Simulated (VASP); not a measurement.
# CdS (Fm-3m) in VASP: a series of runs

Runs on CdS. Level: LDA. Tasks: single point.

Program: VASP 6.6.1. These are calculated values, not measurements. Logs are shortened: lines on timing, memory, paths and dates and some standing lists are left out, and cuts for length are marked.

## 1. The cell of the first run

Symmetry: Fm-3m, No. 225, cubic system. The conventional cell has a = 5.127 Å, b = 5.127 Å, c = 5.127 Å, α = 90.00°, β = 90.00°, γ = 90.00°. Within 3.4 Å of Cd (site symmetry m-3m) lie 6 S at 2.56 Å. S (site symmetry m-3m) has 6 Cd at 2.56 Å within 3.4 Å.

## 2. Single point, LDA

Input file INCAR:

```
  PREC = Accurate
  ENCUT = 520
  EDIFF = 1E-6
  ISMEAR = -1
  SIGMA = 0.08
  LREAL = F
  LASPH = T
  NELM = 80
  ALGO = Normal
  ISIF = 2
  LWAVE = F
  LCHARG = T
  LELF = T
  LVHAR = T
  NBANDS = 16
```

Input file KPOINTS:

```
regular mesh
0
Gamma
  16 16 16
```

Input file POSCAR:

```
CdS
1.0
    0.0000000000      2.5636853652      2.5636853652
    2.5636853652      0.0000000000      2.5636853652
    2.5636853652      2.5636853652      0.0000000000
Cd S
1 1
Direct
    0.0000000000      0.0000000000      0.0000000000
    0.5000000000      0.5000000000      0.5000000000
```

Potentials or basis: VASP PAW LDA potentials, release 64 (Cd, S).

Launch:

```console
$ cat potpaw_LDA.64/Cd/POTCAR potpaw_LDA.64/S/POTCAR > POTCAR
$ mpirun -np 1 vasp_std > vasp.out
```

OUTCAR:

```text
PREC = Accurate
   ENCUT = 520
   EDIFF = 1E-6
   ISMEAR = -1
   LREAL = F
   LASPH = T
   NELM = 80
   ISIF = 2

 ion  position               nearest neighbor table
   1  0.000  0.000  0.000-   2 2.56   2 2.56   2 2.56   2 2.56   2 2.56   2 2.56
   2  0.500  0.500  0.500-   1 2.56   1 2.56   1 2.56   1 2.56   1 2.56   1 2.56

  LATTYP: Found a face centered cubic cell.
 ALAT       =     5.1273707304

  Lattice vectors:

 A1 = (   0.0000000000,   2.5636853652,   2.5636853652)
 A2 = (   2.5636853652,   0.0000000000,   2.5636853652)
 A3 = (   2.5636853652,   2.5636853652,   0.0000000000)

Analysis of symmetry for initial positions (statically):
=====================================================================
 Subroutine PRICEL returns:
 Original cell was already a primitive cell.

 Routine SETGRP: Setting up the symmetry group for a
 face centered cubic supercell.

 Subroutine GETGRP returns: Found 48 space group operations
 (whereof 48 operations were pure point group operations)
 out of a pool of 48 trial point group operations.

The static configuration has the point symmetry O_h .

Analysis of symmetry for dynamics (positions and initial velocities):
=====================================================================
 Subroutine PRICEL returns:
 Original cell was already a primitive cell.

 Routine SETGRP: Setting up the symmetry group for a
 face centered cubic supercell.

 Subroutine GETGRP returns: Found 48 space group operations
 (whereof 48 operations were pure point group operations)
 out of a pool of 48 trial point group operations.

The dynamic configuration has the point symmetry O_h .

 Subroutine INISYM returns: Found 48 space group operations
 (whereof 48 operations are pure point group operations),
 and found     1 'primitive' translations

----------------------------------------------------------------------------------------

                                     Primitive cell

  volume of cell :      33.6996

  direct lattice vectors                    reciprocal lattice vectors
     0.000000000  2.563685365  2.563685365    -0.195031733  0.195031733  0.195031733
     2.563685365  0.000000000  2.563685365     0.195031733 -0.195031733  0.195031733
     2.563685365  2.563685365  0.000000000     0.195031733  0.195031733 -0.195031733

  length of vectors
     3.625598613  3.625598613  3.625598613     0.337804871  0.337804871  0.337804871

  position of ions in fractional coordinates (direct lattice)
     0.000000000  0.000000000  0.000000000
     0.500000000  0.500000000  0.500000000

[... 71 lines left out ...]
   LNONCOLLINEAR =      F non collinear calculations
   LSORBIT =      F    spin-orbit coupling
   LASPH  =      T    aspherical Exc in radial PAW
   ENCUT  =  520.0 eV  38.22 Ry    6.18 a.u.   6.74  6.74  6.74*2*pi/ulx,y,z
   NELM   =     80;   NELMIN=  2; NELMDL= -5     # of ELM steps
   EDIFF  = 0.1E-05   stopping-criterion for ELM
   LREAL  =      F    real-space projection
   EDIFFG = 0.1E-04   stopping-criterion for IOM
   NSW    =      0    number of steps for IOM
   IBRION =     -1    ionic relax: 0-MD 1-quasi-New 2-CG
   NFREE  =      0    steps in history (QN), initial steepest desc. (CG)
   ISIF   =      2    stress and relaxation
   ISYM   =      2    0-nonsym 1-usesym 2-fastsym
   POTIM  = 0.5000    time-step for ionic-motion
   TEBEG  =    0.0;   TEEND  =   0.0 temperature during run
   PSTRESS=    0.0 pullay stress
   NELECT =      18.0000    total number of electrons
   NUPDOWN=      -1.0000    fix difference up-down
   EMIN   =  10.00;   EMAX   =-10.00  energy-range for DOS
   EFERMI =   0.00;   METHOD = LEGACY
   ISMEAR =    -1;   SIGMA  =   0.08  broadening in eV -4-tet -1-fermi 0-gaus
   EFERMI_NEDOS =   21; number of points for ismear=-14 and -15
   IALGO  =     38    algorithm
   IMIX   =      4    mixing-type and parameters
     AMIX     =   0.40;   BMIX     =  1.00
     AMIX_MAG =   1.60;   BMIX_MAG =  1.00
  volume/ion in A,a.u.               =      16.85       113.71
  Fermi-wavevector in a.u.,A,eV,Ry     =   1.328284  2.510093 24.005281  1.764338
  Thomas-Fermi vector in A             =   2.457533
   LORBIT       =      0    0 simple, 1 ext, 2 COOP (PROOUT), +10 PAW based schemes
   GGA     = CA    functional components
   LHFCALC =     F    Hartree Fock is set to
   AEXX    =    0.0000 exact exchange contribution
   IVDW    =     0    specifies the selected vdW correction
   LEPSILON=     F    determine dielectric tensor
   LRPA    =     F    only Hartree local field effects (RPA)
 non-spin polarized calculation
  energy-cutoff  :      520.00
  volume of cell :       33.70
 maximum number of plane-waves:       934
   NGX = 13   NGY = 13   NGZ = 13

 number of electron      18.0000005 magnetization

 Free energy of the ion-electron system (eV)
  ---------------------------------------------------
  ext. energy  EPLUGINS =         0.00000000
  ---------------------------------------------------
  free energy    TOTEN  =        -7.05751654 eV

  energy without entropy =       -7.05404221  energy(sigma->0) =       -7.05577938

 E-fermi :   5.1531     XC(G=0): -11.7231

 val. band max:        5.1054511176   @ k =   0.4375   0.4375   0.0000
 cond. band min:       5.1988440027   @ k =   0.5000   0.4375   0.0000
 fundamental gap:      0.0933928852
 Fermi energy:         5.1530510560

 k-point     1 :       0.0000    0.0000    0.0000
  band No.  band energies     occupation
      1      -9.4465      2.00000
      2      -3.3303      2.00000
      3      -3.3303      2.00000
      4      -3.3254      2.00000
      5      -3.3254      2.00000
      6      -3.3254      2.00000
[... 433 lines left out ...]
      3      -3.3733      2.00000
      4      -3.3470      2.00000
      5      -3.3041      2.00000
      6      -3.2791      2.00000
[... 8 lines left out ...]
     15      16.4228      0.00000
     16      16.7822      0.00000

 [... further k-points ...]
[... 5 lines left out ...]
  --------------------------------------------------------------------------------------
  -------------------------------------------------------------------------------------
  Total        3.4249072      3.4249072      3.4249072     -0.0000000     -0.0000000      0.0000000
  in kB      162.8303014    162.8303014    162.8303014     -0.0000000     -0.0000000      0.0000000
  external PRESSURE =     162.8303014 kB  Pullay stress =       0.0000000 kB

 VOLUME and BASIS-vectors are now :
 -----------------------------------------------------------------------------
  energy-cutoff  :      520.00
  volume of cell :       33.70
      direct lattice vectors                 reciprocal lattice vectors
     0.000000000  2.563685365  2.563685365    -0.195031733  0.195031733  0.195031733
     2.563685365  0.000000000  2.563685365     0.195031733 -0.195031733  0.195031733
     2.563685365  2.563685365  0.000000000     0.195031733  0.195031733 -0.195031733

 POSITION                                       TOTAL-FORCE (eV/Angst)
 -----------------------------------------------------------------------------------
      0.00000      0.00000      0.00000         0.000000     -0.000000      0.000000
      2.56369      2.56369      2.56369         0.000000      0.000000     -0.000000
 -----------------------------------------------------------------------------------
    total drift:                                0.000000      0.000000      0.000000

  FREE ENERGIE OF THE ION-ELECTRON SYSTEM (eV)
  ---------------------------------------------------
  free  energy   TOTEN  =        -7.0575165417 eV

  energy  without entropy=       -7.0540422088  energy(sigma->0) =       -7.05577938
```

Run time: 28 s. Hardware: 1 thread of Intel Xeon 6975P-C (Granite Rapids), shared host; peak memory 0.19 GiB.

What came out:

```yaml
Free_energy: -7.0575 eV
Pressure: 16.3 GPa
Band_gap_on_the_k_mesh: zero (band 9 reaches 5.00 eV, above the bottom of band 10 at 4.91 eV)
```

## 3. Single point, LDA

This run uses another cell than the first one, of 17.43 Å³/atom, 1.034 times its volume.

Input file INCAR:

```
PREC = Accurate
ENCUT = 520
EDIFF = 1E-7
ISMEAR = -1
SIGMA = 0.08
LREAL = F
LASPH = T
NELM = 100
ALGO = Normal
ISIF = 2
LWAVE = F
LCHARG = F
NBANDS = 16
```

Input file KPOINTS:

```
Automatic mesh
0
Gamma
  16 16 16
```

Input file POSCAR:

```
CdS
1.0
    0.0000000000      2.5926247520      2.5926247520
    2.5926247520      0.0000000000      2.5926247520
    2.5926247520      2.5926247520      0.0000000000
Cd S
1 1
Direct
    0.0000000000      0.0000000000      0.0000000000
    0.5000000000      0.5000000000      0.5000000000
```

Potentials or basis: VASP PAW LDA potentials, release 64 (Cd, S).

Launch:

```console
$ cat potpaw_LDA.64/Cd/POTCAR potpaw_LDA.64/S/POTCAR > POTCAR
$ mpirun -np 1 vasp_std > vasp.out
```

OUTCAR:

```text
PREC = Accurate
   ENCUT = 520
   EDIFF = 1E-7
   ISMEAR = -1
   LREAL = F
   LASPH = T
   NELM = 100
   ISIF = 2

 ion  position               nearest neighbor table
   1  0.000  0.000  0.000-   2 2.59   2 2.59   2 2.59   2 2.59   2 2.59   2 2.59
   2  0.500  0.500  0.500-   1 2.59   1 2.59   1 2.59   1 2.59   1 2.59   1 2.59

  LATTYP: Found a face centered cubic cell.
 ALAT       =     5.1852495040

  Lattice vectors:

 A1 = (   0.0000000000,   2.5926247520,   2.5926247520)
 A2 = (   2.5926247520,   0.0000000000,   2.5926247520)
[... 623 lines left out ...]
      3      -3.6481      2.00000
      4      -3.6233      2.00000
      5      -3.5848      2.00000
      6      -3.5620      2.00000
[... 8 lines left out ...]
     15      15.8724      0.00000
     16      16.3347      0.00000

 [... further k-points ...]
[... 5 lines left out ...]
  --------------------------------------------------------------------------------------
  -------------------------------------------------------------------------------------
  Total        2.4180808      2.4180808      2.4180808     -0.0000000      0.0000000      0.0000000
  in kB      111.1558711    111.1558711    111.1558711     -0.0000000      0.0000000      0.0000000
  external PRESSURE =     111.1558711 kB  Pullay stress =       0.0000000 kB

 VOLUME and BASIS-vectors are now :
 -----------------------------------------------------------------------------
  energy-cutoff  :      520.00
  volume of cell :       34.85
      direct lattice vectors                 reciprocal lattice vectors
     0.000000000  2.592624752  2.592624752    -0.192854751  0.192854751  0.192854751
     2.592624752  0.000000000  2.592624752     0.192854751 -0.192854751  0.192854751
     2.592624752  2.592624752  0.000000000     0.192854751  0.192854751 -0.192854751

 POSITION                                       TOTAL-FORCE (eV/Angst)
 -----------------------------------------------------------------------------------
      0.00000      0.00000      0.00000         0.000000      0.000000      0.000000
      2.59262      2.59262      2.59262         0.000000      0.000000     -0.000000
 -----------------------------------------------------------------------------------
    total drift:                                0.000000      0.000000      0.000000

  FREE ENERGIE OF THE ION-ELECTRON SYSTEM (eV)
  ---------------------------------------------------
  free  energy   TOTEN  =        -7.1558485663 eV

  energy  without entropy=       -7.1524495038  energy(sigma->0) =       -7.15414904
```

Run time: 31 s. Hardware: 1 thread of Intel Xeon 6975P-C (Granite Rapids), shared host; peak memory 0.19 GiB.

What came out:

| Property | Result |
| --- | --- |
| Free energy | -7.1558 eV |
| Pressure | 11.1 GPa |
| Band gap on the k mesh | zero (band 9 reaches 4.57 eV, above the bottom of band 10 at 4.51 eV) |
